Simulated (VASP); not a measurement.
Input of a VASP 6.6.1 run:

The input INCAR:

```
  ALGO = Normal
  EDIFF = 1E-6
  ENCUT = 520
  GGA = PE
  ISIF = 2
  ISMEAR = 0
  ISPIN = 2
  LASPH = T
  LCHARG = F
  LMAXMIX = 4
  LORBIT = 11
  LREAL = F
  LWAVE = F
  MAGMOM = 4.31 -0.91 0 0 0
  NBANDS = 32
  NELM = 150
  PREC = Accurate
  SIGMA = 0.1
```

Contents of KPOINTS:

```
k-points
0
Gamma
  8 8 8
```

POSCAR

```
MnBr4
1.0
    5.1453840002      0.0000000000      0.0000000000
    0.0000000000      5.1453840002      0.0000000000
    0.0000000000      0.0000000000      5.1453840002
Mn Br
1 4
Direct
    0.5000000000      0.5000000000      0.5000000000
    0.0000000000      0.0000000000      0.0000000000
    0.5000000000      0.5000000000      0.0000000000
    0.5000000000      0.0000000000      0.5000000000
    0.0000000000      0.5000000000      0.5000000000
```

Potentials or basis: VASP PAW PBE potentials, release 64 (Mn_pv, Br).

Command:

```console
$ cat potpaw_PBE.64/Mn_pv/POTCAR potpaw_PBE.64/Br/POTCAR > POTCAR
$ mpirun -np 1 vasp_std > vasp.out
```

(1) Predict the net moment.

(2) Estimate the band gap on the k mesh.

(3) Predict the pressure.

Answers

(1) 3.00 μB per cell.

(2) zero (filled and empty bands overlap).

(3) 0.1 GPa.

Caveat: semilocal functionals often make such compounds metallic where correlation or magnetic order opens a gap, which also shifts bond lengths.
